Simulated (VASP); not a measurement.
Here is a VASP 6.6.1 calculation.

The input INCAR:

```
SYSTEM = BiTe
  PREC = Accurate
  ENCUT = 600
  EDIFF = 1E-7
  ISMEAR = 0
  SIGMA = 0.05
  LREAL = .FALSE.
  LASPH = .TRUE.
  NELM = 100
  ALGO = Normal
  ISIF = 4
  LWAVE = .FALSE.
  LCHARG = .FALSE.
  GGA = PE
  IBRION = 2
  NSW = 60
  EDIFFG = -0.01
```

File KPOINTS:

```
regular mesh
0
G
  6 6 8
  0 0 0
```

File POSCAR:

```
BiTe
1.0
    5.6539147675      0.0000000000      0.0000000000
    0.0000000000      5.6539147675      0.0000000000
    0.0000000000      0.0000000000      4.1848915125
Bi Te
2 2
Direct
    0.5000000000      0.0000000000      0.3493954278
    0.0000000000      0.5000000000      0.6506045722
    0.0000000000      0.0000000000      0.0000000000
    0.5000000000      0.5000000000      0.0000000000
```

Potentials or basis: VASP PAW PBE potentials, release 64 (Bi_d, Te).

The run is started by

```console
$ cat potpaw_PBE.64/Bi_d/POTCAR potpaw_PBE.64/Te/POTCAR > POTCAR
$ mpirun -np 1 vasp_std > vasp.out
```

Q: Predict the band gap on the k mesh.

A: Zero (bands 21 and 22 overlap by 2.71 eV).

Final structure:
```
Bi Te
1.0
     5.64202    0.00000    0.00000
     0.00000    5.64202    0.00000
     0.00000    0.00000    4.20256
Bi Te
2 2
Direct
  0.50000 0.00000 0.34104
  0.00000 0.50000 0.65896
  0.00000 0.00000 0.00000
  0.50000 0.50000 0.00000
```

Caveat: spin-orbit coupling is left out, which moves the levels of the heavy elements.
